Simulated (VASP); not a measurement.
# HgTe (Cmcm) in VASP: notebook

HgTe is run at these levels: PBEsol, PBE; tasks: single point.

All numbers are computed with VASP 6.6.1; they aren't measurements. Logs are shortened: lines on timing, memory, paths and dates and some standing lists are left out, and cuts for length are marked.

### Step 1. The cell of the first run

The structure is orthorhombic, space group Cmcm (No. 63). The conventional cell has a = 5.985 Å, b = 6.934 Å, c = 5.798 Å, α = 90.00°, β = 90.00°, γ = 90.00°. Within 4.0 Å of Hg (site symmetry m2m) lie 6 Te at 3.02 to 3.87 Å and 2 Hg at 3.63 Å. Within 4.0 Å of Te (site symmetry m2m) lie 6 Hg at 3.02 to 3.87 Å.

### Step 2. Single point, PBEsol

File INCAR:

```
SYSTEM = HgTe
PREC = Accurate ; ENCUT = 520
EDIFF = 1E-6 ; ISMEAR = -1
SIGMA = 0.03 ; LREAL = .FALSE.
LASPH = .TRUE. ; NELM = 60
ALGO = Normal ; ISIF = 2
LWAVE = .FALSE. ; LCHARG = .FALSE.
GGA = PS ; NBANDS = 26
```

File KPOINTS:

```
Automatic mesh
0
G
  4 4 3
  0 0 0
```

File POSCAR:

```
HgTe
1.0
    2.9925180000     -3.4669290000      0.0000000000
    2.9925180000      3.4669290000      0.0000000000
    0.0000000000      0.0000000000      5.7981570000
Hg Te
2 2
Direct
    0.6569500000      0.3430500000      0.2500000000
    0.3430500000      0.6569500000      0.7500000000
    0.2151910000      0.7848090000      0.2500000000
    0.7848090000      0.2151910000      0.7500000000
```

Potentials or basis: VASP PAW PBE potentials, release 64 (Hg, Te).

Run with:

```
> cat potpaw_PBE.64/Hg/POTCAR potpaw_PBE.64/Te/POTCAR > POTCAR
> mpirun -np 1 vasp_std > vasp.out
```

OUTCAR:

```text
SYSTEM = HgTe
   PREC = Accurate
   ENCUT = 520
   EDIFF = 1E-6
   ISMEAR = -1
   LREAL = .FALSE.
   LASPH = .TRUE.
   NELM = 60
   ISIF = 2
   GGA = PS

 ion  position               nearest neighbor table
   1  0.657  0.343  0.250-   3 3.02   3 3.02   4 3.03   4 3.03   3 3.06   2 3.63   2 3.63
   2  0.343  0.657  0.750-   4 3.02   4 3.02   3 3.03   3 3.03   4 3.06   1 3.63   1 3.63
   3  0.215  0.785  0.250-   1 3.02   1 3.02   2 3.03   2 3.03   1 3.06
   4  0.785  0.215  0.750-   2 3.02   2 3.02   1 3.03   1 3.03   2 3.06

  LATTYP: Found a base centered orthorhombic cell.
 ALAT       =     5.9850360000
 B/A-ratio  =     1.1585323798
 C/A-ratio  =     0.9687756264

  Lattice vectors:

 A1 = (   2.9925180000,  -3.4669290000,   0.0000000000)
 A2 = (   2.9925180000,   3.4669290000,   0.0000000000)
 A3 = (   0.0000000000,   0.0000000000,   5.7981570000)

Analysis of symmetry for initial positions (statically):
=====================================================================
 Subroutine PRICEL returns:
 Original cell was already a primitive cell.

 Routine SETGRP: Setting up the symmetry group for a
 base centered orthorhombic supercell.

 Subroutine GETGRP returns: Found  8 space group operations
 (whereof  4 operations were pure point group operations)
 out of a pool of  8 trial point group operations.

The static configuration has the point symmetry C_2h.
 The point group associated with its full space group is D_2h.

Analysis of symmetry for dynamics (positions and initial velocities):
=====================================================================
 Subroutine PRICEL returns:
 Original cell was already a primitive cell.

 Routine SETGRP: Setting up the symmetry group for a
 base centered orthorhombic supercell.

 Subroutine GETGRP returns: Found  8 space group operations
 (whereof  4 operations were pure point group operations)
 out of a pool of  8 trial point group operations.

The dynamic configuration has the point symmetry C_2h.
 The point group associated with its full space group is D_2h.

 Subroutine INISYM returns: Found  8 space group operations
 (whereof  4 operations are pure point group operations),
 and found     1 'primitive' translations

----------------------------------------------------------------------------------------

                                     Primitive cell

  volume of cell :     120.3100

  direct lattice vectors                    reciprocal lattice vectors
     2.992518000 -3.466929000  0.000000000     0.167083373 -0.144219856  0.000000000
     2.992518000  3.466929000  0.000000000     0.167083373  0.144219856  0.000000000
     0.000000000  0.000000000  5.798157000     0.000000000  0.000000000  0.172468596

  length of vectors
     4.579821030  4.579821030  5.798157000     0.220717512  0.220717512  0.172468596

  position of ions in fractional coordinates (direct lattice)
     0.656950000  0.343050000  0.250000000
     0.343050000  0.656950000  0.750000000
     0.215191000  0.784809000  0.250000000
     0.784809000  0.215191000  0.750000000

  ion indices of the primitive-cell ions
   primitive index   ion index
                 1           1
                 2           2
                 3           3
                 4           4

----------------------------------------------------------------------------------------

 KPOINTS: Automatic mesh

Automatic generation of k-mesh.
 Grid dimensions read from file:
 generate k-points for:    4    4    3

 Generating k-lattice:

  Cartesian coordinates                     Fractional coordinates (reciprocal lattice)
     0.041770843 -0.036054964  0.000000000     0.250000000 -0.000000000  0.000000000
     0.041770843  0.036054964  0.000000000    -0.000000000  0.250000000  0.000000000
     0.000000000  0.000000000  0.057489532     0.000000000  0.000000000  0.333333333

  Length of vectors
     0.055179378  0.055179378  0.057489532

  Shift w.r.t. Gamma in fractional coordinates (k-lattice)
     0.000000000  0.000000000  0.000000000

 Subroutine IBZKPT returns following result:
 ===========================================

 Found     14 irreducible k-points:

 Following reciprocal coordinates:
            Coordinates               Weight
  0.000000  0.000000  0.000000      1.000000
  0.250000  0.000000  0.000000      4.000000
  0.500000  0.000000  0.000000      2.000000
  0.250000  0.250000  0.000000      2.000000
  0.500000  0.250000  0.000000      4.000000
 -0.250000  0.250000  0.000000      2.000000
  0.500000  0.500000  0.000000      1.000000
  0.000000  0.000000  0.333333      2.000000
  0.250000  0.000000  0.333333      8.000000
  0.500000  0.000000  0.333333      4.000000
  0.250000  0.250000  0.333333      4.000000
  0.500000  0.250000  0.333333      8.000000
 -0.250000  0.250000  0.333333      4.000000
  0.500000  0.500000  0.333333      2.000000
   k-points           NKPTS =     14   k-points in BZ     NKDIM =     14   number of bands    NBANDS=     26
   number of dos      NEDOS =    301   number of ions     NIONS =      4
   total plane-waves  NPLWV =  62208
   dimension x,y,z NGX =    36 NGY =   36 NGZ =   48
   dimension x,y,z NGXF=    72 NGYF=   72 NGZF=   96
   ions per type =               2   2
   NGX,Y,Z   is equivalent  to a cutoff of  13.07, 13.07, 13.76 a.u.
   NGXF,Y,Z  is equivalent  to a cutoff of  26.14, 26.14, 27.53 a.u.
 SYSTEM =  HgTe
   PREC   = accura    normal or accurate (medium, high low for compatibility)
   ISTART =      0    job   : 0-new  1-cont  2-samecut
   ICHARG =      2    charge: 1-file 2-atom 10-const
   ISPIN  =      1    spin polarized calculation?
   LNONCOLLINEAR =      F non collinear calculations
   LSORBIT =      F    spin-orbit coupling
   LASPH  =      T    aspherical Exc in radial PAW
   ENCUT  =  520.0 eV  38.22 Ry    6.18 a.u.   8.52  8.52 10.78*2*pi/ulx,y,z
   NELM   =     60;   NELMIN=  2; NELMDL= -5     # of ELM steps
   EDIFF  = 0.1E-05   stopping-criterion for ELM
   LREAL  =      F    real-space projection
   EDIFFG = 0.1E-04   stopping-criterion for IOM
   NSW    =      0    number of steps for IOM
   IBRION =     -1    ionic relax: 0-MD 1-quasi-New 2-CG
   NFREE  =      0    steps in history (QN), initial steepest desc. (CG)
   ISIF   =      2    stress and relaxation
   ISYM   =      2    0-nonsym 1-usesym 2-fastsym
   POTIM  = 0.5000    time-step for ionic-motion
   TEBEG  =    0.0;   TEEND  =   0.0 temperature during run
   PSTRESS=    0.0 pullay stress
   NELECT =      36.0000    total number of electrons
   NUPDOWN=      -1.0000    fix difference up-down
   EMIN   =  10.00;   EMAX   =-10.00  energy-range for DOS
   EFERMI =   0.00;   METHOD = LEGACY
   ISMEAR =    -1;   SIGMA  =   0.03  broadening in eV -4-tet -1-fermi 0-gaus
   EFERMI_NEDOS =   21; number of points for ismear=-14 and -15
   IALGO  =     38    algorithm
   IMIX   =      4    mixing-type and parameters
     AMIX     =   0.40;   BMIX     =  1.00
     AMIX_MAG =   1.60;   BMIX_MAG =  1.00
  volume/ion in A,a.u.               =      30.08       202.97
  Fermi-wavevector in a.u.,A,eV,Ry     =   1.094986  2.069223 16.313299  1.198994
  Thomas-Fermi vector in A             =   2.231301
   LORBIT       =      0    0 simple, 1 ext, 2 COOP (PROOUT), +10 PAW based schemes
   GGA     = PS    functional components
   LHFCALC =     F    Hartree Fock is set to
   AEXX    =    0.0000 exact exchange contribution
   IVDW    =     0    specifies the selected vdW correction
   LEPSILON=     F    determine dielectric tensor
   LRPA    =     F    only Hartree local field effects (RPA)
 non-spin polarized calculation
  energy-cutoff  :      520.00
  volume of cell :      120.31
 maximum number of plane-waves:      3256
 NGX is ok and might be reduce to    36
   NGX = 17   NGY = 17   NGZ = 21

 number of electron      36.0000001 magnetization

 Free energy of the ion-electron system (eV)
  ---------------------------------------------------
  ext. energy  EPLUGINS =         0.00000000
  ---------------------------------------------------
  free energy    TOTEN  =        -8.15886207 eV

  energy without entropy =       -8.14529393  energy(sigma->0) =       -8.15207800

 E-fermi :   3.6859     XC(G=0):  -9.7486

 val. band max:        3.6775224601   @ k =   0.5000   0.0000   0.3333
 cond. band min:       3.7568917752   @ k =   0.5000   0.2500   0.0000
 fundamental gap:      0.0793693151
 Fermi energy:         3.6858514440

 k-point     1 :       0.0000    0.0000    0.0000
  band No.  band energies     occupation
      1      -8.1233      2.00000
      2      -7.0135      2.00000
      3      -3.0791      2.00000
      4      -2.9864      2.00000
      5      -2.9604      2.00000
      6      -2.9093      2.00000
[... 18 lines left out ...]
     25      10.6274      0.00000
     26      10.9482      0.00000

 k-point     2 :       0.2500    0.0000    0.0000
  band No.  band energies     occupation
      1      -7.8457      2.00000
      2      -6.9949      2.00000
      3      -3.1851      2.00000
      4      -3.0738      2.00000
      5      -3.0067      2.00000
      6      -2.9084      2.00000
[... 18 lines left out ...]
     25      10.5061      0.00000
     26      10.6818      0.00000

 k-point     3 :       0.5000    0.0000    0.0000
  band No.  band energies     occupation
      1      -7.2990      2.00000
      2      -7.2248      2.00000
      3      -3.2649      2.00000
      4      -3.1483      2.00000
      5      -3.0555      2.00000
      6      -3.0334      2.00000
[... 282 lines left out ...]
 k-point    13 :      -0.2500    0.2500    0.3333
  band No.  band energies     occupation
      1      -7.5053      2.00000
      2      -7.1094      2.00000
      3      -3.2506      2.00000
      4      -3.0623      2.00000
      5      -2.9704      2.00000
      6      -2.9663      2.00000
[... 18 lines left out ...]
     25       9.8727      0.00000
     26      11.0735      0.00000

 k-point    14 :       0.5000    0.5000    0.3333
  band No.  band energies     occupation
      1      -7.2171      2.00000
      2      -7.0698      2.00000
      3      -3.1935      2.00000
      4      -3.0891      2.00000
      5      -2.9555      2.00000
      6      -2.8827      2.00000
[... 18 lines left out ...]
     25      11.3852      0.00000
     26      11.7913      0.00000

------------------------ aborting loop because EDIFF is reached ----------------------------------------

  FORCE on cell =-STRESS in cart. coord.  units (eV):
  Direction    XX          YY          ZZ          XY          YZ          ZX
  --------------------------------------------------------------------------------------
  -------------------------------------------------------------------------------------
  Total       -2.3330722     -1.7219661     -2.6013078      0.0000000      0.0000000      0.0000000
  in kB      -31.0697013    -22.9315550    -34.6418146      0.0000000      0.0000000      0.0000000
  external PRESSURE =     -29.5476903 kB  Pullay stress =       0.0000000 kB

 VOLUME and BASIS-vectors are now :
 -----------------------------------------------------------------------------
  energy-cutoff  :      520.00
  volume of cell :      120.31
      direct lattice vectors                 reciprocal lattice vectors
     2.992518000 -3.466929000  0.000000000     0.167083373 -0.144219856  0.000000000
     2.992518000  3.466929000  0.000000000     0.167083373  0.144219856  0.000000000
     0.000000000  0.000000000  5.798157000     0.000000000  0.000000000  0.172468596

 POSITION                                       TOTAL-FORCE (eV/Angst)
 -----------------------------------------------------------------------------------
      2.99252     -1.08827      1.44954         0.000000     -0.002223      0.000000
      2.99252      1.08827      4.34862         0.000000      0.002223     -0.000000
      2.99252      1.97483      1.44954         0.000000      0.033058      0.000000
      2.99252     -1.97483      4.34862         0.000000     -0.033058      0.000000
 -----------------------------------------------------------------------------------
    total drift:                               -0.000000      0.000000     -0.000000

  FREE ENERGIE OF THE ION-ELECTRON SYSTEM (eV)
  ---------------------------------------------------
  free  energy   TOTEN  =        -8.1588620661 eV

  energy  without entropy=       -8.1452939265  energy(sigma->0) =       -8.15207800
```

Run time: 17 s. Hardware: 1 thread of Intel Xeon 6975P-C (Granite Rapids), shared host; peak memory 0.24 GiB.

Results:

| Item | Value |
| --- | --- |
| Free energy | -8.1589 eV |
| Pressure | -3.0 GPa |
| Largest force | 0.033 eV/Å |
| Band gap on the k mesh | zero (band 18 reaches 3.87 eV, above the bottom of band 19 at 2.00 eV) |

Forces in eV/Å, atoms in the order of the input:
```
Hg   0.000 -0.002  0.000
Hg   0.000  0.002  0.000
Te   0.000  0.033  0.000
Te   0.000 -0.033  0.000
```

Stress tensor (GPa, compression positive):
```
-3.11  0.00  0.00
 0.00 -2.29  0.00
 0.00  0.00 -3.46
```

Levels at points of the mesh, in eV from the Fermi level:
| k point | band 16 | band 17 | band 18 | band 19 | band 20 | band 21 |
| --- | --- | --- | --- | --- | --- | --- |
| (0.00, 0.00, 0.00) | -2.47 | -0.96 | -0.44 | -0.33 | -0.07 | 4.09 |
| (0.50, 0.00, 0.00) | -1.86 | -0.80 | -0.49 | 1.44 | 2.49 | 2.93 |
| (0.50, 0.50, 0.00) | -1.93 | -1.76 | -1.71 | -1.68 | -1.37 | 3.26 |

Caveat: the k points lie up to 0.36 Å⁻¹ apart; the PAW data sets were made with another functional, which shifts forces and pressure a little; spin-orbit coupling is left out, which moves the levels of the heavy elements.

(Part 1 of 2 ends here.)
